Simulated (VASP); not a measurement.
# InP (F-43m) in VASP: further runs

InP is run at these levels: PBE; tasks: single point.

All numbers are computed with VASP 6.6.1; they aren't measurements. Logs are shortened: lines on timing, memory, paths and dates and some standing lists are left out, and cuts for length are marked.

## Step 1: The cell of the first run

It takes space group F-43m (No. 216, cubic). The conventional cell has a = 5.900 Å, b = 5.900 Å, c = 5.900 Å, α = 90.00°, β = 90.00°, γ = 90.00°. Within 3.4 Å of In (site symmetry -43m) lie 4 P at 2.55 Å. Within 3.4 Å of P (site symmetry -43m) lie 4 In at 2.55 Å.

## Step 2: Single point, PBE (volume scaled by 0.97)

INCAR reads:

```
PREC = Accurate
ENCUT = 520
EDIFF = 1E-6
ISMEAR = 0
SIGMA = 0.02
LREAL = False
LASPH = True
NELM = 100
ALGO = Normal
ISIF = 2
LWAVE = False
LCHARG = True
GGA = PE
LELF = True
LVHAR = True
NBANDS = 16
```

KPOINTS reads:

```
Automatic mesh
0
Gamma
  10 10 10
```

POSCAR reads:

```
InP
1.0
    0.0000000000      2.9499307922      2.9499307922
    2.9499307922      0.0000000000      2.9499307922
    2.9499307922      2.9499307922      0.0000000000
In P
1 1
Direct
    0.0000000000      0.0000000000      0.0000000000
    0.2500000000      0.2500000000      0.2500000000
```

Potentials or basis: VASP PAW PBE potentials, release 64 (In_d, P).

Run with:

```sh
$ cat potpaw_PBE.64/In_d/POTCAR potpaw_PBE.64/P/POTCAR > POTCAR
$ mpirun -np 1 vasp_std > vasp.out
```

OUTCAR:

```text
PREC = Accurate
   ENCUT = 520
   EDIFF = 1E-6
   ISMEAR = 0
   LREAL = False
   LASPH = True
   NELM = 100
   ISIF = 2
   GGA = PE

 ion  position               nearest neighbor table
   1  0.000  0.000  0.000-   2 2.55   2 2.55   2 2.55   2 2.55
   2  0.250  0.250  0.250-   1 2.55   1 2.55   1 2.55   1 2.55

  LATTYP: Found a face centered cubic cell.
 ALAT       =     5.8998615844

  Lattice vectors:

 A1 = (   0.0000000000,   2.9499307922,   2.9499307922)
 A2 = (   2.9499307922,   0.0000000000,   2.9499307922)
 A3 = (   2.9499307922,   2.9499307922,   0.0000000000)

Analysis of symmetry for initial positions (statically):
=====================================================================
 Subroutine PRICEL returns:
 Original cell was already a primitive cell.

 Routine SETGRP: Setting up the symmetry group for a
 face centered cubic supercell.

 Subroutine GETGRP returns: Found 24 space group operations
 (whereof 24 operations were pure point group operations)
 out of a pool of 48 trial point group operations.

The static configuration has the point symmetry T_d .

Analysis of symmetry for dynamics (positions and initial velocities):
=====================================================================
 Subroutine PRICEL returns:
 Original cell was already a primitive cell.

 Routine SETGRP: Setting up the symmetry group for a
 face centered cubic supercell.

 Subroutine GETGRP returns: Found 24 space group operations
 (whereof 24 operations were pure point group operations)
 out of a pool of 48 trial point group operations.

The dynamic configuration has the point symmetry T_d .

 Subroutine INISYM returns: Found 24 space group operations
 (whereof 24 operations are pure point group operations),
 and found     1 'primitive' translations

----------------------------------------------------------------------------------------

                                     Primitive cell

  volume of cell :      51.3411

  direct lattice vectors                    reciprocal lattice vectors
     0.000000000  2.949930792  2.949930792    -0.169495502  0.169495502  0.169495502
     2.949930792  0.000000000  2.949930792     0.169495502 -0.169495502  0.169495502
     2.949930792  2.949930792  0.000000000     0.169495502  0.169495502 -0.169495502

  length of vectors
     4.171832134  4.171832134  4.171832134     0.293574821  0.293574821  0.293574821

  position of ions in fractional coordinates (direct lattice)
     0.000000000  0.000000000  0.000000000
     0.250000000  0.250000000  0.250000000

  ion indices of the primitive-cell ions
   primitive index   ion index
                 1           1
                 2           2

----------------------------------------------------------------------------------------

 KPOINTS: Automatic mesh

Automatic generation of k-mesh.
 Grid dimensions read from file:
 generate k-points for:   10   10   10

 Generating k-lattice:

  Cartesian coordinates                     Fractional coordinates (reciprocal lattice)
    -0.016949550  0.016949550  0.016949550     0.100000000  0.000000000  0.000000000
     0.016949550 -0.016949550  0.016949550     0.000000000  0.100000000  0.000000000
     0.016949550  0.016949550 -0.016949550     0.000000000  0.000000000  0.100000000

  Length of vectors
     0.029357482  0.029357482  0.029357482

  Shift w.r.t. Gamma in fractional coordinates (k-lattice)
     0.000000000  0.000000000  0.000000000

 Subroutine IBZKPT returns following result:
 ===========================================

 Found     47 irreducible k-points:

 Following reciprocal coordinates:
            Coordinates               Weight
  0.000000  0.000000  0.000000      1.000000
  0.100000  0.000000  0.000000      8.000000
  0.200000  0.000000  0.000000      8.000000
  0.300000  0.000000  0.000000      8.000000
  0.400000  0.000000  0.000000      8.000000
  0.500000  0.000000  0.000000      4.000000
[... 16 lines left out ...]
  0.300000  0.300000  0.000000      6.000000
  0.400000  0.300000  0.000000     24.000000
 [... further k-points ...]
   k-points           NKPTS =     47   k-points in BZ     NKDIM =     47   number of bands    NBANDS=     16
   number of dos      NEDOS =    301   number of ions     NIONS =      2
   total plane-waves  NPLWV =  32768
   dimension x,y,z NGX =    32 NGY =   32 NGZ =   32
   dimension x,y,z NGXF=    64 NGYF=   64 NGZF=   64
   ions per type =               1   1
   NGX,Y,Z   is equivalent  to a cutoff of  12.75, 12.75, 12.75 a.u.
   NGXF,Y,Z  is equivalent  to a cutoff of  25.50, 25.50, 25.50 a.u.
 SYSTEM =  unknown system
   PREC   = accura    normal or accurate (medium, high low for compatibility)
   ISTART =      0    job   : 0-new  1-cont  2-samecut
   ICHARG =      2    charge: 1-file 2-atom 10-const
   ISPIN  =      1    spin polarized calculation?
   LNONCOLLINEAR =      F non collinear calculations
   LSORBIT =      F    spin-orbit coupling
   LASPH  =      T    aspherical Exc in radial PAW
   ENCUT  =  520.0 eV  38.22 Ry    6.18 a.u.   7.76  7.76  7.76*2*pi/ulx,y,z
   NELM   =    100;   NELMIN=  2; NELMDL= -5     # of ELM steps
   EDIFF  = 0.1E-05   stopping-criterion for ELM
   LREAL  =      F    real-space projection
   EDIFFG = 0.1E-04   stopping-criterion for IOM
   NSW    =      0    number of steps for IOM
   IBRION =     -1    ionic relax: 0-MD 1-quasi-New 2-CG
   NFREE  =      0    steps in history (QN), initial steepest desc. (CG)
   ISIF   =      2    stress and relaxation
   ISYM   =      2    0-nonsym 1-usesym 2-fastsym
   POTIM  = 0.5000    time-step for ionic-motion
   TEBEG  =    0.0;   TEEND  =   0.0 temperature during run
   PSTRESS=    0.0 pullay stress
   NELECT =      18.0000    total number of electrons
   NUPDOWN=      -1.0000    fix difference up-down
   EMIN   =  10.00;   EMAX   =-10.00  energy-range for DOS
   EFERMI =   0.00;   METHOD = LEGACY
   ISMEAR =     0;   SIGMA  =   0.02  broadening in eV -4-tet -1-fermi 0-gaus
   EFERMI_NEDOS =   21; number of points for ismear=-14 and -15
   IALGO  =     38    algorithm
   IMIX   =      4    mixing-type and parameters
     AMIX     =   0.40;   BMIX     =  1.00
     AMIX_MAG =   1.60;   BMIX_MAG =  1.00
  volume/ion in A,a.u.               =      25.67       173.23
  Fermi-wavevector in a.u.,A,eV,Ry     =   1.154367  2.181437 18.130617  1.332563
  Thomas-Fermi vector in A             =   2.291004
   LORBIT       =      0    0 simple, 1 ext, 2 COOP (PROOUT), +10 PAW based schemes
   GGA     = PE    functional components
   LHFCALC =     F    Hartree Fock is set to
   AEXX    =    0.0000 exact exchange contribution
   IVDW    =     0    specifies the selected vdW correction
   LEPSILON=     F    determine dielectric tensor
   LRPA    =     F    only Hartree local field effects (RPA)
 non-spin polarized calculation
 Gauss-broadening in eV      SIGMA  =   0.02
  energy-cutoff  :      520.00
  volume of cell :       51.34
 maximum number of plane-waves:      1411
   NGX = 15   NGY = 15   NGZ = 15

 number of electron      18.0000008 magnetization

 Free energy of the ion-electron system (eV)
  ---------------------------------------------------
  ext. energy  EPLUGINS =         0.00000000
  ---------------------------------------------------
  free energy    TOTEN  =        -8.39889745 eV

  energy without entropy =       -8.39889745  energy(sigma->0) =       -8.39889745

 E-fermi :   5.0780     XC(G=0):  -9.1959

 val. band max:        4.9729065627   @ k =   0.0000   0.0000   0.0000
 cond. band min:       5.5771171010   @ k =   0.0000   0.0000   0.0000
 fundamental gap:      0.6042105383
 Fermi energy:         5.0779856876

 k-point     1 :       0.0000    0.0000    0.0000
  band No.  band energies     occupation
      1      -9.1732      2.00000
      2      -9.1732      2.00000
      3      -9.1732      2.00000
      4      -9.0308      2.00000
      5      -9.0308      2.00000
      6      -6.4102      2.00000
[... 8 lines left out ...]
     15      14.3915      0.00000
     16      14.3915      0.00000

 k-point     2 :       0.1000    0.0000    0.0000
  band No.  band energies     occupation
      1      -9.1846      2.00000
      2      -9.1686      2.00000
      3      -9.1686      2.00000
      4      -9.0308      2.00000
      5      -9.0308      2.00000
      6      -6.2989      2.00000
[... 8 lines left out ...]
     15      13.9141      0.00000
     16      14.0231      0.00000

 k-point     3 :       0.2000    0.0000    0.0000
  band No.  band energies     occupation
      1      -9.2134      2.00000
      2      -9.1575      2.00000
      3      -9.1575      2.00000
      4      -9.0298      2.00000
      5      -9.0298      2.00000
      6      -5.9793      2.00000
[... 8 lines left out ...]
     15      13.5025      0.00000
     16      14.3042      0.00000

 k-point     4 :       0.3000    0.0000    0.0000
  band No.  band energies     occupation
      1      -9.2473      2.00000
      2      -9.1460      2.00000
      3      -9.1460      2.00000
      4      -9.0261      2.00000
      5      -9.0261      2.00000
      6      -5.5021      2.00000
[... 8 lines left out ...]
     15      13.7847      0.00000
     16      13.8834      0.00000

 k-point     5 :       0.4000    0.0000    0.0000
  band No.  band energies     occupation
      1      -9.2735      2.00000
      2      -9.1390      2.00000
      3      -9.1390      2.00000
      4      -9.0208      2.00000
      5      -9.0208      2.00000
      6      -4.9967      2.00000
[... 8 lines left out ...]
     15      14.7328      0.00000
     16      14.7328      0.00000

 k-point     6 :       0.5000    0.0000    0.0000
  band No.  band energies     occupation
      1      -9.2833      2.00000
      2      -9.1368      2.00000
      3      -9.1368      2.00000
      4      -9.0181      2.00000
      5      -9.0181      2.00000
      6      -4.7507      2.00000
[... 8 lines left out ...]
     15      15.5692      0.00000
     16      15.5692      0.00000

 k-point     7 :       0.1000    0.1000    0.0000
  band No.  band energies     occupation
      1      -9.1933      2.00000
      2      -9.1643      2.00000
      3      -9.1643      2.00000
      4      -9.0344      2.00000
      5      -9.0277      2.00000
      6      -6.2620      2.00000
[... 8 lines left out ...]
     15      14.2581      0.00000
     16      14.4830      0.00000

 k-point     8 :       0.2000    0.1000    0.0000
  band No.  band energies     occupation
      1      -9.2172      2.00000
      2      -9.1550      2.00000
      3      -9.1529      2.00000
      4      -9.0373      2.00000
      5      -9.0246      2.00000
      6      -6.0121      2.00000
[... 8 lines left out ...]
     15      14.2833      0.00000
     16      15.0260      0.00000

 k-point     9 :       0.3000    0.1000    0.0000
  band No.  band energies     occupation
      1      -9.2465      2.00000
      2      -9.1452      2.00000
      3      -9.1407      2.00000
      4      -9.0368      2.00000
      5      -9.0207      2.00000
      6      -5.5847      2.00000
[... 8 lines left out ...]
     15      14.3801      0.00000
     16      14.7556      0.00000
[... 172 lines left out ...]
 k-point    19 :       0.5000    0.2000    0.0000
  band No.  band energies     occupation
      1      -9.2961      2.00000
      2      -9.1244      2.00000
      3      -9.1136      2.00000
      4      -9.0402      2.00000
      5      -9.0136      2.00000
      6      -4.5858      2.00000
[... 8 lines left out ...]
     15      15.6476      0.00000
     16      16.3088      0.00000

 k-point    20 :      -0.4000    0.2000    0.0000
  band No.  band energies     occupation
      1      -9.2931      2.00000
      2      -9.1272      2.00000
      3      -9.1162      2.00000
      4      -9.0314      2.00000
      5      -9.0211      2.00000
      6      -4.5156      2.00000
[... 8 lines left out ...]
     15      14.4177      0.00000
     16      16.0868      0.00000

 k-point    21 :      -0.3000    0.2000    0.0000
  band No.  band energies     occupation
      1      -9.2789      2.00000
      2      -9.1310      2.00000
      3      -9.1247      2.00000
      4      -9.0303      2.00000
      5      -9.0251      2.00000
      6      -4.8599      2.00000
[... 8 lines left out ...]
     15      15.1810      0.00000
     16      16.3627      0.00000

 k-point    22 :      -0.2000    0.2000    0.0000
  band No.  band energies     occupation
      1      -9.2572      2.00000
      2      -9.1385      2.00000
      3      -9.1368      2.00000
      4      -9.0351      2.00000
      5      -9.0229      2.00000
      6      -5.3402      2.00000
[... 8 lines left out ...]
     15      15.1681      0.00000
     16      16.2172      0.00000

 k-point    23 :       0.3000    0.3000    0.0000
  band No.  band energies     occupation
      1      -9.2938      2.00000
      2      -9.1103      2.00000
      3      -9.1103      2.00000
      4      -9.0599      2.00000
      5      -9.0093      2.00000
      6      -5.1981      2.00000
[... 8 lines left out ...]
     15      15.1377      0.00000
     16      17.7740      0.00000

 k-point    24 :       0.4000    0.3000    0.0000
  band No.  band energies     occupation
      1      -9.3122      2.00000
      2      -9.1018      2.00000
      3      -9.0987      2.00000
      4      -9.0631      2.00000
      5      -9.0060      2.00000
      6      -4.7948      2.00000
[... 8 lines left out ...]
     15      15.5518      0.00000
     16      17.6056      0.00000

 [... further k-points ...]

------------------------ aborting loop because EDIFF is reached ----------------------------------------

  FORCE on cell =-STRESS in cart. coord.  units (eV):
  Direction    XX          YY          ZZ          XY          YZ          ZX
  --------------------------------------------------------------------------------------
  -------------------------------------------------------------------------------------
  Total        0.5985749      0.5985749      0.5985749     -0.0000000      0.0000000      0.0000000
  in kB       18.6794310     18.6794310     18.6794310     -0.0000000      0.0000000      0.0000000
  external PRESSURE =      18.6794310 kB  Pullay stress =       0.0000000 kB

 VOLUME and BASIS-vectors are now :
 -----------------------------------------------------------------------------
  energy-cutoff  :      520.00
  volume of cell :       51.34
      direct lattice vectors                 reciprocal lattice vectors
     0.000000000  2.949930792  2.949930792    -0.169495502  0.169495502  0.169495502
     2.949930792  0.000000000  2.949930792     0.169495502 -0.169495502  0.169495502
     2.949930792  2.949930792  0.000000000     0.169495502  0.169495502 -0.169495502

 POSITION                                       TOTAL-FORCE (eV/Angst)
 -----------------------------------------------------------------------------------
      0.00000      0.00000      0.00000        -0.000000     -0.000000     -0.000000
      1.47497      1.47497      1.47497         0.000000      0.000000      0.000000
 -----------------------------------------------------------------------------------
    total drift:                               -0.000000     -0.000000     -0.000000

  FREE ENERGIE OF THE ION-ELECTRON SYSTEM (eV)
  ---------------------------------------------------
  free  energy   TOTEN  =        -8.3988974452 eV

  energy  without entropy=       -8.3988974452  energy(sigma->0) =       -8.39889745
```

Wall time 54 s (1 thread of Intel Xeon 6975P-C, shared host); peak memory 0.19 GiB.

Results:

```
Free energy            : -8.3989 eV
Pressure               : 1.9 GPa
Band gap on the k mesh : 0.60 eV, direct
```

Caveat: spin-orbit coupling is left out, which moves the levels of the heavy elements.

## Step 3: Single point, PBE (volume scaled by 1.03)

INCAR reads:

```
SYSTEM = InP
  ALGO = Normal
  EDIFF = 1E-6
  ENCUT = 520
  GGA = PE
  ISIF = 2
  ISMEAR = 0
  LASPH = .TRUE.
  LCHARG = .FALSE.
  LREAL = .FALSE.
  LWAVE = .FALSE.
  NBANDS = 16
  NELM = 100
  PREC = Accurate
  SIGMA = 0.02
```

KPOINTS reads:

```
k-points
0
G
  10 10 10
  0 0 0
```

POSCAR reads:

```
InP
1.0
    0.0000000000      3.0095414142      3.0095414142
    3.0095414142      0.0000000000      3.0095414142
    3.0095414142      3.0095414142      0.0000000000
In P
1 1
Direct
    0.0000000000      0.0000000000      0.0000000000
    0.2500000000      0.2500000000      0.2500000000
```

Potentials or basis: VASP PAW PBE potentials, release 64 (In_d, P).

Run with:

```sh
$ cat potpaw_PBE.64/In_d/POTCAR potpaw_PBE.64/P/POTCAR > POTCAR
$ mpirun -np 1 vasp_std > vasp.out
```

Run time: 55 s. Hardware: 1 thread of Intel Xeon 6975P-C, shared host; peak memory 0.2 GiB.

It converged, with:

```yaml
Free_energy: -8.3994 eV
Pressure: -1.7 GPa
Band_gap_on_the_k_mesh: 0.28 eV, direct
```

Levels at points of the mesh, in eV from the valence-band top:
| k point | band 6 | band 7 | band 8 | band 9 | band 10 | band 11 | band 12 | band 13 |
| --- | --- | --- | --- | --- | --- | --- | --- | --- |
| (0.00, 0.00, 0.00) | -11.00 | 0.00 | 0.00 | 0.00 | 0.28 | 4.08 | 4.08 | 4.08 |
| (0.50, 0.00, 0.00) | -9.53 | -5.33 | -0.86 | -0.86 | 1.31 | 4.79 | 4.79 | 6.91 |
| (0.50, 0.50, 0.00) | -8.96 | -5.42 | -2.06 | -2.06 | 1.89 | 2.25 | 8.73 | 9.06 |

Caveat: spin-orbit coupling is left out, which moves the levels of the heavy elements.
